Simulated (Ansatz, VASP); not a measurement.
**Mn: VASP beside Ansatz**

INCAR

```
ALGO = Normal
EDIFF = 1E-6
ENCUT = 680
GGA = PE
GGA_COMPAT = False
ISIF = 2
ISMEAR = 0
ISPIN = 2
LASPH = True
LCHARG = True
LELF = True
LMAXMIX = 4
LORBIT = 11
LREAL = False
LVHAR = True
LWAVE = False
MAGMOM = 4
NBANDS = 18
NELM = 200
PREC = Accurate
SIGMA = 0.1
```

KPOINTS

```
k-points
0
Gamma
  10 10 10
```

POSCAR

```
Mn
1.0
   -1.3058206205      1.3058206205      1.9866155791
    1.3058206205     -1.3058206205      1.9866155791
    1.3058206205      1.3058206205     -1.9866155791
Mn
1
Direct
    0.0000000000      0.0000000000      0.0000000000
```

Input for Ansatz:

```yaml
crystal:
  lattice:
    - [-1.3058206205, 1.3058206205, 1.9866155791]
    - [1.3058206205, -1.3058206205, 1.9866155791]
    - [1.3058206205, 1.3058206205, -1.9866155791]
  atoms:
    - { symbol: Mn, position: [0.0, 0.0, 0.0], spin: 4.0 }
basis:
  ecutwfc: 420
kpoints:
  mp_grid: { grid: [10, 10, 10] }
hamiltonian:
  xc: pbe
scf:
  occupations: { method: gaussian, width: 0.1 }
  lower_state_search: "off"
output:
  forces: true
  stress: true
  eigenvalues: true
  populations: true
magnetization:
  spin_polarized: true
```

Alike in both runs: task single point; functional PBE; k mesh 10 × 10 × 10; occupations gaussian, width 0.1 eV; collinear spin.

```csv
,VASP,Ansatz
version,VASP 6.6.1,Ansatz 0.2.0
potentials or method,"VASP PAW PBE potentials, release 64 (Mn_sv), cutoff 680 eV","scalar-relativistic, plane waves, PAW"
valence electrons in the cell,15,15
```

VASP gave:

- gap on the k mesh at the Fermi level (eV): none
- net moment per atom (μB): 1.45
- size of the moment on the site where the two differ most (μB): 1.40

Question: Estimate Ansatz's values.

Answer: gap on the k mesh at the Fermi level (eV): none; net moment per atom (μB): 1.45; size of the moment on the site where the two differ most (μB): 1.44.

Site moments also hang on the region over which each program counts them. A gap of «none» marks a metal or a gap that the smearing closes.
